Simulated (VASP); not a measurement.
# Sn in VASP: notebook

Runs on Sn. Level: r2SCAN. Tasks: single point.

All numbers are computed with VASP 6.6.1; they aren't measurements. Logs are shortened: lines on timing, memory, paths and dates and some standing lists are left out, and cuts for length are marked.

## (1) The cell of the first run

The structure is tetragonal, space group I4/mmm (No. 139). The conventional cell has a = 4.092 Å, b = 4.092 Å, c = 3.941 Å, α = 90.00°, β = 90.00°, γ = 90.00°. Sn (site symmetry 4/mmm) has 14 Sn at 3.50 to 4.09 Å within 4.6 Å.

## (2) Single point, r2SCAN (strain +0.080 along x and y, +0.040 along z)

File POSCAR:

```
Sn
1.0
   -2.0462239647      2.0462239647      1.9704378920
    2.0462239647     -2.0462239647      1.9704378920
    2.0462239647      2.0462239647     -1.9704378920
Sn
1
Direct
    0.0000000000      0.0000000000      0.0000000000
```

File INCAR.step1:

```
ALGO     = Normal         # electronic algorithm
EDIFF    = 1E-4           # SCF threshold, eV
ENCUT    = 520            # plane-wave cutoff, eV
GGA      = PE             # functional
ISMEAR   = 0              # smearing method
LASPH    = True           # aspherical terms in the spheres
LCHARG   = False          # write CHGCAR
LREAL    = False          # projectors in reciprocal space
LWAVE    = True           # write WAVECAR
NBANDS   = 13             # bands
NELM     = 80             # most SCF steps
PREC     = Accurate       # precision mode
SIGMA    = 0.15           # smearing width, eV
```

File INCAR.step2:

```
ALGO     = Normal         # electronic algorithm
EDIFF    = 1E-6           # SCF threshold, eV
ENCUT    = 520            # plane-wave cutoff, eV
ISIF     = 2              # what is computed and relaxed
ISMEAR   = 0              # smearing method
ISTART   = 1            
LASPH    = True           # aspherical terms in the spheres
LCHARG   = False          # write CHGCAR
LMIXTAU  = True         
LREAL    = False          # projectors in reciprocal space
LWAVE    = False          # write WAVECAR
METAGGA  = R2SCAN         # meta-GGA
NBANDS   = 13             # bands
NELM     = 80             # most SCF steps
PREC     = Accurate       # precision mode
SIGMA    = 0.15           # smearing width, eV
```

File KPOINTS:

```
k-points
0
Gamma
  18 18 18
```

Potentials or basis: VASP PAW PBE potentials, release 64 (Sn_d).

Command:

```
cat potpaw_PBE.64/Sn_d/POTCAR > POTCAR
cp INCAR.step1 INCAR
mpirun -np 1 vasp_std > vasp.out
cp INCAR.step2 INCAR
mpirun -np 1 vasp_std > vasp.out
```

OUTCAR:

```text
EDIFF = 1E-6
   ENCUT = 520
   ISIF = 2
   ISMEAR = 0
   ISTART = 1
   LASPH = True
   LREAL = False
   METAGGA = R2SCAN
   NELM = 80
   PREC = Accurate

 ion  position               nearest neighbor table
   1  0.000  0.000  0.000-

  LATTYP: Found a body centered tetragonal cell.
 ALAT       =     4.0924479294
 C/A-ratio  =     0.9629629630

  Lattice vectors:

 A1 = (  -2.0462239647,   2.0462239647,   1.9704378920)
 A2 = (   2.0462239647,  -2.0462239647,   1.9704378920)
 A3 = (   2.0462239647,   2.0462239647,  -1.9704378920)

Analysis of symmetry for initial positions (statically):
=====================================================================
 Subroutine PRICEL returns:
 Original cell was already a primitive cell.

 Routine SETGRP: Setting up the symmetry group for a
 body centered tetragonal supercell.

 Subroutine GETGRP returns: Found 16 space group operations
 (whereof 16 operations were pure point group operations)
 out of a pool of 16 trial point group operations.

The static configuration has the point symmetry D_4h.

Analysis of symmetry for dynamics (positions and initial velocities):
=====================================================================
 Subroutine PRICEL returns:
 Original cell was already a primitive cell.

 Routine SETGRP: Setting up the symmetry group for a
 body centered tetragonal supercell.

 Subroutine GETGRP returns: Found 16 space group operations
 (whereof 16 operations were pure point group operations)
 out of a pool of 16 trial point group operations.

The dynamic configuration has the point symmetry D_4h.

 Subroutine INISYM returns: Found 16 space group operations
 (whereof 16 operations are pure point group operations),
 and found     1 'primitive' translations

----------------------------------------------------------------------------------------

                                     Primitive cell

  volume of cell :      33.0012

  direct lattice vectors                    reciprocal lattice vectors
    -2.046223965  2.046223965  1.970437892     0.000000000  0.244352529  0.253750703
     2.046223965 -2.046223965  1.970437892     0.244352529  0.000000000  0.253750703
     2.046223965  2.046223965 -1.970437892     0.244352529  0.244352529  0.000000000

  length of vectors
     3.500955657  3.500955657  3.500955657     0.352274861  0.352274861  0.345566660

  position of ions in fractional coordinates (direct lattice)
     0.000000000  0.000000000  0.000000000

  ion indices of the primitive-cell ions
   primitive index   ion index
                 1           1

----------------------------------------------------------------------------------------

 KPOINTS: k-points

Automatic generation of k-mesh.
 Grid dimensions read from file:
 generate k-points for:   18   18   18

 Generating k-lattice:

  Cartesian coordinates                     Fractional coordinates (reciprocal lattice)
     0.000000000  0.013575140  0.014097261     0.055555556 -0.000000000  0.000000000
     0.013575140  0.000000000  0.014097261    -0.000000000  0.055555556  0.000000000
     0.013575140  0.013575140  0.000000000     0.000000000  0.000000000  0.055555556

  Length of vectors
     0.019570826  0.019570826  0.019198148

  Shift w.r.t. Gamma in fractional coordinates (k-lattice)
     0.000000000  0.000000000  0.000000000

 Subroutine IBZKPT returns following result:
 ===========================================

 Found    480 irreducible k-points:

 Following reciprocal coordinates:
            Coordinates               Weight
  0.000000  0.000000  0.000000      1.000000
  0.055556  0.000000  0.000000      8.000000
  0.111111  0.000000  0.000000      8.000000
  0.166667 -0.000000  0.000000      8.000000
  0.222222  0.000000  0.000000      8.000000
  0.277778  0.000000  0.000000      8.000000
[... 16 lines left out ...]
 -0.277778  0.055556  0.000000     16.000000
 -0.222222  0.055556  0.000000     16.000000
 [... further k-points ...]
   k-points           NKPTS =    480   k-points in BZ     NKDIM =    480   number of bands    NBANDS=     13
   number of dos      NEDOS =    301   number of ions     NIONS =      1
   total plane-waves  NPLWV =  21952
   dimension x,y,z NGX =    28 NGY =   28 NGZ =   28
   dimension x,y,z NGXF=    56 NGYF=   56 NGZF=   56
   ions per type =               1
   NGX,Y,Z   is equivalent  to a cutoff of  13.30, 13.30, 13.30 a.u.
   NGXF,Y,Z  is equivalent  to a cutoff of  26.59, 26.59, 26.59 a.u.
 SYSTEM =  unknown system
   PREC   = accura    normal or accurate (medium, high low for compatibility)
   ISTART =      1    job   : 0-new  1-cont  2-samecut
   ICHARG =      0    charge: 1-file 2-atom 10-const
   ISPIN  =      1    spin polarized calculation?
   LNONCOLLINEAR =      F non collinear calculations
   LSORBIT =      F    spin-orbit coupling
   LASPH  =      T    aspherical Exc in radial PAW
   ENCUT  =  520.0 eV  38.22 Ry    6.18 a.u.   6.51  6.51  6.51*2*pi/ulx,y,z
   NELM   =     80;   NELMIN=  2; NELMDL=  0     # of ELM steps
   EDIFF  = 0.1E-05   stopping-criterion for ELM
   LREAL  =      F    real-space projection
   EDIFFG = 0.1E-04   stopping-criterion for IOM
   NSW    =      0    number of steps for IOM
   IBRION =     -1    ionic relax: 0-MD 1-quasi-New 2-CG
   NFREE  =      0    steps in history (QN), initial steepest desc. (CG)
   ISIF   =      2    stress and relaxation
   ISYM   =      2    0-nonsym 1-usesym 2-fastsym
   POTIM  = 0.5000    time-step for ionic-motion
   TEBEG  =    0.0;   TEEND  =   0.0 temperature during run
   PSTRESS=    0.0 pullay stress
   NELECT =      14.0000    total number of electrons
   NUPDOWN=      -1.0000    fix difference up-down
   EMIN   =  10.00;   EMAX   =-10.00  energy-range for DOS
   EFERMI =   0.00;   METHOD = LEGACY
   ISMEAR =     0;   SIGMA  =   0.15  broadening in eV -4-tet -1-fermi 0-gaus
   EFERMI_NEDOS =   21; number of points for ismear=-14 and -15
   IALGO  =     38    algorithm
   IMIX   =      4    mixing-type and parameters
     AMIX     =   0.40;   BMIX     =  1.00
     AMIX_MAG =   1.60;   BMIX_MAG =  1.00
  volume/ion in A,a.u.               =      33.00       222.70
  Fermi-wavevector in a.u.,A,eV,Ry     =   1.230102  2.324556 20.587671  1.513151
  Thomas-Fermi vector in A             =   2.364964
   LORBIT       =      0    0 simple, 1 ext, 2 COOP (PROOUT), +10 PAW based schemes
   METAGGA = R2SCAN    functional components
   LHFCALC =     F    Hartree Fock is set to
   AEXX    =    0.0000 exact exchange contribution
   IVDW    =     0    specifies the selected vdW correction
   LEPSILON=     F    determine dielectric tensor
   LRPA    =     F    only Hartree local field effects (RPA)
 non-spin polarized calculation
 Gauss-broadening in eV      SIGMA  =   0.15
  energy-cutoff  :      520.00
  volume of cell :       33.00
 maximum number of plane-waves:       919
 NGX is ok and might be reduce to    28
   NGX = 13   NGY = 13   NGZ = 13

 number of electron      14.0000001 magnetization

 Free energy of the ion-electron system (eV)
  ---------------------------------------------------
  ext. energy  EPLUGINS =         0.00000000
  ---------------------------------------------------
  free energy    TOTEN  =       -24.35990589 eV

  energy without entropy =      -24.35351164  energy(sigma->0) =      -24.35670877

 E-fermi :   5.8802     XC(G=0): -10.2481

 val. band max:        5.8789803160   @ k =   0.4444   0.2222   0.1111
 cond. band min:       5.8820148911   @ k =  -0.3333  -0.3889   0.2778
 fundamental gap:      0.0030345752
 Fermi energy:         5.8801829009

 k-point     1 :       0.0000    0.0000    0.0000
  band No.  band energies     occupation
      1     -16.3248      2.00000
      2     -16.3208      2.00000
      3     -16.3207      2.00000
      4     -16.2460      2.00000
      5     -16.2325      2.00000
      6      -4.4397      2.00000
      7      12.4867      0.00000
      8      12.4867      0.00000
      9      12.6928      0.00000
     10      17.3054      0.00000
     11      18.0072      0.00000
     12      18.0072      0.00000
     13      18.2555      0.00000

 k-point     2 :       0.0556    0.0000    0.0000
  band No.  band energies     occupation
      1     -16.3242      2.00000
      2     -16.3195      2.00000
      3     -16.3181      2.00000
      4     -16.2460      2.00000
      5     -16.2333      2.00000
      6      -4.3789      2.00000
      7      12.0930      0.00000
      8      12.2683      0.00000
      9      12.5411      0.00000
     10      16.9716      0.00000
     11      17.1420      0.00000
     12      17.9375      0.00000
     13      18.2504      0.00000

 k-point     3 :       0.1111    0.0000    0.0000
  band No.  band energies     occupation
      1     -16.3259      2.00000
      2     -16.3161      2.00000
      3     -16.3071      2.00000
      4     -16.2464      2.00000
      5     -16.2355      2.00000
      6      -4.1966      2.00000
      7      10.9389      0.00000
      8      11.7396      0.00000
      9      12.3389      0.00000
     10      16.1704      0.00000
     11      16.2474      0.00000
     12      17.9771      0.00000
     13      18.7057      0.00000
[... 305 lines left out ...]
 k-point    23 :      -0.2778    0.0556    0.0000
  band No.  band energies     occupation
      1     -16.3340      2.00000
      2     -16.3057      2.00000
      3     -16.2548      2.00000
      4     -16.2495      2.00000
      5     -16.2410      2.00000
      6      -3.1852      2.00000
      7       7.1844      0.00000
      8       9.8771      0.00000
      9      11.3319      0.00000
     10      14.6078      0.00000
     11      15.2826      0.00000
     12      18.1362      0.00000
     13      19.9813      0.00000

 k-point    24 :      -0.2222    0.0556    0.0000
  band No.  band energies     occupation
      1     -16.3296      2.00000
      2     -16.3102      2.00000
      3     -16.2764      2.00000
      4     -16.2497      2.00000
      5     -16.2387      2.00000
      6      -3.6620      2.00000
      7       8.6705      0.00000
      8      10.5209      0.00000
      9      11.6933      0.00000
     10      15.1633      0.00000
     11      15.7002      0.00000
     12      17.8750      0.00000
     13      19.6644      0.00000

 [... further k-points ...]

------------------------ aborting loop because EDIFF is reached ----------------------------------------

  FORCE on cell =-STRESS in cart. coord.  units (eV):
  Direction    XX          YY          ZZ          XY          YZ          ZX
  --------------------------------------------------------------------------------------
  -------------------------------------------------------------------------------------
  Total       -1.3014500     -1.3014500     -1.4585810      0.0000000      0.0000000      0.0000000
  in kB      -63.1842730    -63.1842730    -70.8128471      0.0000000      0.0000000      0.0000000
  external PRESSURE =     -65.7271311 kB  Pullay stress =       0.0000000 kB

 VOLUME and BASIS-vectors are now :
 -----------------------------------------------------------------------------
  energy-cutoff  :      520.00
  volume of cell :       33.00
      direct lattice vectors                 reciprocal lattice vectors
    -2.046223965  2.046223965  1.970437892     0.000000000  0.244352529  0.253750703
     2.046223965 -2.046223965  1.970437892     0.244352529  0.000000000  0.253750703
     2.046223965  2.046223965 -1.970437892     0.244352529  0.244352529  0.000000000

 POSITION                                       TOTAL-FORCE (eV/Angst)
 -----------------------------------------------------------------------------------
      0.00000      0.00000      0.00000         0.000000      0.000000      0.000000
 -----------------------------------------------------------------------------------
    total drift:                               -0.000000     -0.000000     -0.000000

  FREE ENERGIE OF THE ION-ELECTRON SYSTEM (eV)
  ---------------------------------------------------
  free  energy   TOTEN  =       -24.3599058884 eV

  energy  without entropy=      -24.3535116428  energy(sigma->0) =      -24.35670877
```

It took 9.4 min on 1 thread of Intel Xeon Platinum 8259CL at 2.50GHz (Skylake/Cascade Lake), shared host; peak memory 0.32 GiB.

Results:

```yaml
Free_energy: -24.3599 eV
Pressure: -6.6 GPa
Band_gap_on_the_k_mesh: zero (bands 7 and 8 overlap by 8.58 eV)
```

Caveat: the cell differs from its parent crystal (strain +0.080 along x and y, +0.040 along z); the cell stands under tension; the PAW data sets were made with another functional, which shifts forces and pressure a little; spin-orbit coupling is left out, which moves the levels of the heavy elements.

## (3) Single point, r2SCAN (strain -0.080 along x and y, -0.080 along z)

File POSCAR:

```
Sn
1.0
   -1.7430796737      1.7430796737      1.7430796737
    1.7430796737     -1.7430796737      1.7430796737
    1.7430796737      1.7430796737     -1.7430796737
Sn
1
Direct
    0.0000000000      0.0000000000      0.0000000000
```

File INCAR.step1:

```
  PREC = Accurate
  ENCUT = 520
  ISMEAR = 0
  SIGMA = 0.15
  LREAL = F
  LASPH = T
  NELM = 100
  NBANDS = 13
  GGA = PE
  ALGO = Normal
  EDIFF = 1E-4
  LWAVE = T
  LCHARG = F
```

File INCAR.step2:

```
  PREC = Accurate
  ENCUT = 520
  EDIFF = 1E-6
  ISMEAR = 0
  SIGMA = 0.15
  LREAL = F
  LASPH = T
  NELM = 100
  ALGO = Normal
  ISIF = 2
  LWAVE = F
  LCHARG = T
  METAGGA = R2SCAN
  LMIXTAU = T
  LELF = T
  LVHAR = T
  NBANDS = 13
  ISTART = 1
```

File KPOINTS:

```
regular mesh
0
Gamma
  18 18 18
```

Potentials or basis: VASP PAW PBE potentials, release 64 (Sn_d).

Command:

```
cat potpaw_PBE.64/Sn_d/POTCAR > POTCAR
cp INCAR.step1 INCAR
mpirun -np 1 vasp_std > vasp.out
cp INCAR.step2 INCAR
mpirun -np 1 vasp_std > vasp.out
```

Run time: 2.8 min. Hardware: 1 thread of Intel Xeon 8259CL, shared host; peak memory 0.18 GiB.

The run converged. Its results:

| Property | Result |
| --- | --- |
| Free energy | -24.1811 eV |
| Pressure | 22.2 GPa |
| Band gap on the k mesh | zero (bands 7 and 8 overlap by 14.81 eV) |

Levels at points of the mesh, in eV from the Fermi level:
| k point | band 5 | band 6 | band 7 | band 8 | band 9 | band 10 |
| --- | --- | --- | --- | --- | --- | --- |
| (0.00, 0.00, 0.00) | -22.26 | -13.84 | 11.23 | 11.23 | 11.23 | 13.22 |
| (0.50, 0.00, 0.00) | -22.08 | -6.97 | -6.22 | 4.74 | 6.67 | 9.56 |
| (0.50, 0.50, 0.50) | -22.12 | -0.93 | -0.93 | -0.93 | -0.51 | 4.01 |

Caveat: the cell differs from its parent crystal (strain -0.080 along x and y, -0.080 along z); the cell stands under pressure; the PAW data sets were made with another functional, which shifts forces and pressure a little; spin-orbit coupling is left out, which moves the levels of the heavy elements.
